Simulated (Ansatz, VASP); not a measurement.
One calculation of FeNi3, two programs

File INCAR:

```
PREC     = Accurate       # precision mode
ENCUT    = 520            # plane-wave cutoff, eV
EDIFF    = 1E-7           # SCF threshold, eV
ISMEAR   = 0              # smearing method
SIGMA    = 0.05           # smearing width, eV
LREAL    = F              # projectors in reciprocal space
LASPH    = T              # aspherical terms in the spheres
NELM     = 150            # most SCF steps
ALGO     = Normal         # electronic algorithm
ISIF     = 2              # what is computed and relaxed
LWAVE    = F              # write WAVECAR
LCHARG   = F              # write CHGCAR
ISPIN    = 2              # spin polarisation
MAGMOM   = 4 2 2 2        # initial moments
LORBIT   = 11             # projections on sites
LMAXMIX  = 4              # l up to which the mixer works
GGA      = PE             # functional
NBANDS   = 31             # bands
```

KPOINTS

```
regular mesh
0
Gamma
  10 10 10
```

POSCAR

```
FeNi3
1.0
    3.5450000000      0.0000000000      0.0000000000
    0.0000000000      3.5450000000      0.0000000000
    0.0000000000      0.0000000000      3.5450000000
Fe Ni
1 3
Direct
    0.0000000000      0.0000000000      0.0000000000
    0.0000000000      0.5000000000      0.5000000000
    0.5000000000      0.0000000000      0.5000000000
    0.5000000000      0.5000000000      0.0000000000
```

Input for Ansatz:

```yaml
crystal:
  lattice:
    - [3.545, 0.0, 0.0]
    - [0.0, 3.545, 0.0]
    - [0.0, 0.0, 3.545]
  atoms:
    - { symbol: Fe, position: [0.0, 0.0, 0.0], spin: 4.0 }
    - { symbol: Ni, position: [0.0, 0.5, 0.5], spin: 2.0 }
    - { symbol: Ni, position: [0.5, 0.0, 0.5], spin: 2.0 }
    - { symbol: Ni, position: [0.5, 0.5, 0.0], spin: 2.0 }
magnetization:
  spin_polarized: true
basis:
  ecutwfc: 420
  fft_grid_basis: typed
kpoints:
  mp_grid: { grid: [10, 10, 10] }
hamiltonian:
  xc: pbe
  pseudopotentials: { kind: paw }
scf:
  occupations: { method: gaussian, width: 0.05 }
output:
  forces: true
  stress: true
  eigenvalues: true
  bader: true
  write_density: true
  volumetric_format: npy
  populations: true
  elf: true
```

Alike in both runs: task single point; functional PBE; k mesh 10 × 10 × 10; occupations gaussian, width 0.05 eV; collinear spin.

```csv
,VASP,Ansatz
version,VASP 6.6.1,Ansatz 0.2.0
potentials or method,"VASP PAW PBE potentials, release 64 (Fe, Ni), cutoff 520 eV","scalar-relativistic, plane waves, PAW"
valence electrons in the cell,38,70
```

```tsv
	VASP	Ansatz	Ansatz less VASP
gap on the k mesh at the Fermi level (eV)	none	none	-
pressure (GPa)	-0.4	-0.3	+0.10
net moment per atom (μB)	1.19	1.20	+0.010
size of the moment on the site where the two differ most (μB)	0.62	0.68	+0.052
```

Site moments also hang on the region over which each program counts them. A gap of «none» marks a metal or a gap that the smearing closes. VASP's potentials hold 38 valence electrons a cell and Ansatz's 70, so a difference there can come from the potentials and not from the codes.
